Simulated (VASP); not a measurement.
# FeNi3 (Fm-3m) in VASP: a series of runs, part 2 of 2

VASP 6.6.1. The steps go on from the part before.

## Step 3: Single point, LDA, collinear spin, ferromagnetic start

The input, INCAR:

```
PREC = Accurate
ENCUT = 520
EDIFF = 1E-6
ISMEAR = -1
SIGMA = 0.05
LREAL = F
LASPH = T
NELM = 150
ALGO = Normal
ISIF = 2
LWAVE = F
LCHARG = F
ISPIN = 2
MAGMOM = 2.8 1.2 1.2 1.2
LORBIT = 11
LMAXMIX = 4
GGA = CA
NBANDS = 31
```

The input, KPOINTS:

```
Automatic mesh
0
Gamma
  7 7 7
```

The input, POSCAR:

```
FeNi3
1.0
    0.0000000000      2.7903700000      2.7903700000
    2.7903700000      0.0000000000      2.7903700000
    2.7903700000      2.7903700000      0.0000000000
Fe Ni
1 3
Direct
    0.0000000000      0.0000000000      0.0000000000
    0.7500000000      0.7500000000      0.7500000000
    0.2500000000      0.2500000000      0.2500000000
    0.5000000000      0.5000000000      0.5000000000
```

Potentials or basis: VASP PAW LDA potentials, release 64 (Fe, Ni).

Launch:

```sh
> cat potpaw_LDA.64/Fe/POTCAR potpaw_LDA.64/Ni/POTCAR > POTCAR
> mpirun -np 1 vasp_std > vasp.out
```

It took 51 s on 1 thread of Intel Xeon Platinum 8488C (Sapphire Rapids), shared host; peak memory 0.18 GiB.

The run converged. Its results:

- Free energy: -28.6752 eV
- Pressure: -11.4 GPa
- Net moment: 4.26 μB per cell
- Site moments: Fe +2.69; Ni +0.61, +0.31 (each value once) μB
- Valence electrons inside the program's atomic spheres: Fe 7.17; Ni 9.39

Levels at points of the mesh, in eV from the Fermi level:
Spin up:
```csv
k point,band 18,band 19,band 20,band 21,band 22,band 23,band 24,band 25
"(0.00, 0.00, 0.00)",-0.63,-0.25,-0.25,-0.25,8.19,8.19,8.19,8.30
```
Spin down:
| k point | band 15 | band 16 | band 17 | band 18 | band 19 | band 20 |
| --- | --- | --- | --- | --- | --- | --- |
| (0.00, 0.00, 0.00) | -0.29 | -0.29 | 0.89 | 0.89 | 0.89 | 1.04 |

Caveat: the cell stands under tension.

## Step 4: Single point, LDA, collinear spin, ferrimagnetic start

The input, INCAR:

```
  PREC = Accurate
  ENCUT = 520
  EDIFF = 1E-7
  ISMEAR = -1
  SIGMA = 0.05
  LREAL = F
  LASPH = T
  NELM = 150
  ALGO = Normal
  ISIF = 2
  LWAVE = F
  LCHARG = F
  ISPIN = 2
  MAGMOM = 2.8 1.2 -1.2 -1.2
  LORBIT = 11
  LMAXMIX = 4
  NBANDS = 31
```

KPOINTS is that of step 3.

POSCAR is that of step 3.

Potentials or basis: VASP PAW LDA potentials, release 64 (Fe, Ni).

Launch:

```sh
> cat potpaw_LDA.64/Fe/POTCAR potpaw_LDA.64/Ni/POTCAR > POTCAR
> mpirun -np 1 vasp_std > vasp.out
```

OUTCAR:

```text
PREC = Accurate
   ENCUT = 520
   EDIFF = 1E-7
   ISMEAR = -1
   LREAL = F
   LASPH = T
   NELM = 150
   ISIF = 2
   ISPIN = 2
   LORBIT = 11

 ion  position               nearest neighbor table
   1  0.000  0.000  0.000-   2 2.42   3 2.42   2 2.42   2 2.42   2 2.42   3 2.42   3 2.42   3 2.42
                             4 2.79   4 2.79   4 2.79   4 2.79   4 2.79   4 2.79
   2  0.750  0.750  0.750-   1 2.42   4 2.42   4 2.42   4 2.42   4 2.42   1 2.42   1 2.42   1 2.42
                             3 2.79   3 2.79   3 2.79   3 2.79   3 2.79   3 2.79
   3  0.250  0.250  0.250-   1 2.42   4 2.42   1 2.42   1 2.42   1 2.42   4 2.42   4 2.42   4 2.42
                             2 2.79   2 2.79   2 2.79   2 2.79   2 2.79   2 2.79
   4  0.500  0.500  0.500-   2 2.42   3 2.42   3 2.42   3 2.42   3 2.42   2 2.42   2 2.42   2 2.42
                             1 2.79   1 2.79   1 2.79   1 2.79   1 2.79   1 2.79

  LATTYP: Found a face centered cubic cell.
 ALAT       =     5.5807400000

  Lattice vectors:

 A1 = (   0.0000000000,   2.7903700000,   2.7903700000)
 A2 = (   2.7903700000,   0.0000000000,   2.7903700000)
 A3 = (   2.7903700000,   2.7903700000,   0.0000000000)

Analysis of symmetry for initial positions (statically):
=====================================================================
 Subroutine PRICEL returns:
 Original cell was already a primitive cell.

 Routine SETGRP: Setting up the symmetry group for a
 face centered cubic supercell.

 Subroutine GETGRP returns: Found 48 space group operations
 (whereof 48 operations were pure point group operations)
 out of a pool of 48 trial point group operations.

The static configuration has the point symmetry O_h .

Analysis of symmetry for dynamics (positions and initial velocities):
=====================================================================
 Subroutine PRICEL returns:
 Original cell was already a primitive cell.

 Routine SETGRP: Setting up the symmetry group for a
 face centered cubic supercell.

 Subroutine GETGRP returns: Found 48 space group operations
 (whereof 48 operations were pure point group operations)
[... 165 lines left out ...]
 val. band max:        8.3864722042   @ k =  -0.2857   0.4286   0.1429
 cond. band min:       8.4111088094   @ k =   0.4286   0.0000   0.0000
 fundamental gap:      0.0246366052
 Fermi energy:         8.3907453842

 spin component 1

 k-point     1 :       0.0000    0.0000    0.0000
  band No.  band energies     occupation
      1      -0.6305      1.00000
      2       3.7563      1.00000
      3       3.7563      1.00000
      4       4.8696      1.00000
      5       4.8696      1.00000
      6       4.8696      1.00000
[... 669 lines left out ...]
     30      24.4540      0.00000
     31      25.2276      0.00000
 Fermi energy:         8.3907453842

 spin component 2

 k-point     1 :       0.0000    0.0000    0.0000
  band No.  band energies     occupation
      1      -0.4726      1.00000
      2       4.5342      1.00000
      3       4.5342      1.00000
      4       5.5914      1.00000
      5       5.5914      1.00000
      6       5.5914      1.00000
[... 669 lines left out ...]
     30      24.8229      0.00000
     31      25.6046      0.00000

------------------------ aborting loop because EDIFF is reached ----------------------------------------

  FORCE on cell =-STRESS in cart. coord.  units (eV):
  Direction    XX          YY          ZZ          XY          YZ          ZX
  --------------------------------------------------------------------------------------
  -------------------------------------------------------------------------------------
  Total       -3.1025476     -3.1025476     -3.1025476      0.0000000     -0.0000000      0.0000000
  in kB     -114.3967437   -114.3967437   -114.3967437      0.0000000     -0.0000000      0.0000000
  external PRESSURE =    -114.3967437 kB  Pullay stress =       0.0000000 kB

 VOLUME and BASIS-vectors are now :
 -----------------------------------------------------------------------------
  energy-cutoff  :      520.00
  volume of cell :       43.45
      direct lattice vectors                 reciprocal lattice vectors
     0.000000000  2.790370000  2.790370000    -0.179187706  0.179187706  0.179187706
     2.790370000  0.000000000  2.790370000     0.179187706 -0.179187706  0.179187706
     2.790370000  2.790370000  0.000000000     0.179187706  0.179187706 -0.179187706

 POSITION                                       TOTAL-FORCE (eV/Angst)
 -----------------------------------------------------------------------------------
      0.00000      0.00000      0.00000        -0.000000     -0.000000     -0.000000
      4.18555      4.18555      4.18555        -0.000000     -0.000000      0.000000
      1.39518      1.39518      1.39518         0.000000      0.000000      0.000000
      2.79037      2.79037      2.79037        -0.000000     -0.000000     -0.000000
 -----------------------------------------------------------------------------------
    total drift:                               -0.000000     -0.000000     -0.000000

  FREE ENERGIE OF THE ION-ELECTRON SYSTEM (eV)
  ---------------------------------------------------
  free  energy   TOTEN  =       -28.6752342886 eV

  energy  without entropy=      -28.6466792260  energy(sigma->0) =      -28.66095676

 total charge

# of ion       s       p       d       tot
------------------------------------------
    1        0.476   0.512   6.180   7.168
    2        0.516   0.524   8.350   9.390
    3        0.516   0.524   8.350   9.390
    4        0.498   0.507   8.386   9.391
--------------------------------------------------
tot          2.006   2.068  31.266  35.339

 magnetization (x)

# of ion       s       p       d       tot
------------------------------------------
    1        0.006   0.001   2.686   2.693
    2       -0.007  -0.024   0.644   0.613
    3       -0.007  -0.024   0.644   0.613
    4       -0.013  -0.024   0.349   0.311
--------------------------------------------------
tot         -0.021  -0.070   4.323   4.231
```

OSZICAR:

```text
N       E                     dE             d eps       ncg     rms          rms(c)
DAV:   1     0.244184190952E+03    0.24418E+03   -0.16714E+04  2648   0.174E+03
DAV:   2    -0.157668934434E+02   -0.25995E+03   -0.24481E+03  2480   0.320E+02
DAV:   3    -0.326000587376E+02   -0.16833E+02   -0.16145E+02  2781   0.108E+02
[... 13 lines left out ...]
DAV:  17    -0.286752091372E+02   -0.36447E-04   -0.16049E-04  2840   0.253E-01    0.668E-02
DAV:  18    -0.286752344795E+02   -0.25342E-04   -0.33157E-05  3581   0.103E-01    0.284E-02
DAV:  19    -0.286752338849E+02    0.59463E-06   -0.91184E-06  3743   0.593E-02    0.149E-02
DAV:  20    -0.286752342896E+02   -0.40464E-06   -0.17634E-06  3242   0.218E-02    0.569E-03
DAV:  21    -0.286752342886E+02    0.91677E-09   -0.26031E-07  1947   0.102E-02
   1 F= -.28675234E+02 E0= -.28660957E+02  d E =-.285551E-01  mag=     4.2610
```

stdout:

```text
POSCAR found type information on POSCAR FeNi
 POSCAR found :  2 types and       4 ions
 scaLAPACK will be used
 LDA part: xc-table for (Slater(with rela. corr.)+CA(PZ))
 , standard interpolation
 POSCAR, INCAR and KPOINTS ok, starting setup
 FFT: planning ... GRIDC
 FFT: planning ... GRID_SOFT
 FFT: planning ... GRID
 WAVECAR not read
 entering main loop
```

Wall time 62 s (1 thread of Intel Xeon Platinum 8488C (Sapphire Rapids), shared host); peak memory 0.18 GiB.

Results:

- Free energy: -28.6752 eV
- Pressure: -11.4 GPa
- Net moment: 4.26 μB per cell
- Site moments: Fe +2.69; Ni +0.61, +0.31 (each value once) μB
- Valence electrons inside the program's atomic spheres: Fe 7.17; Ni 9.39

Levels at points of the mesh, in eV from the Fermi level:
Spin up:
```
           k point  band 18  band 19  band 20  band 21  band 22  band 23  band 24  band 25
(0.00, 0.00, 0.00)    -0.63    -0.25    -0.25    -0.25     8.19     8.19     8.19     8.30
```
Spin down:
```csv
k point,band 13,band 14,band 15,band 16,band 17,band 18,band 19,band 20,band 21,band 22
"(0.00, 0.00, 0.00)",-0.33,-0.33,-0.29,-0.29,0.89,0.89,0.89,1.04,1.04,8.54
```

Caveat: the cell stands under tension.

## Step 5: Overview

| spin | gap on the mesh (eV) | pressure (GPa) | moment (μB) |
| --- | --- | --- | --- |
| off | none | -17.9 | - |
| collinear, ferromagnetic start | none | -11.4 | 4.26 |
| collinear, ferrimagnetic start | none | -11.4 | 4.26 |

Alike in all rows: task single point; level LDA; potentials or basis VASP PAW LDA potentials, release 64 (Fe, Ni); cell as given; k mesh 7 × 7 × 7; cutoff (eV) 520; smearing fermi-dirac 0.05 eV.

Caveats: the cell stands under tension.

Total energies depend on the potentials used, so only differences within one code and one set of settings carry meaning.
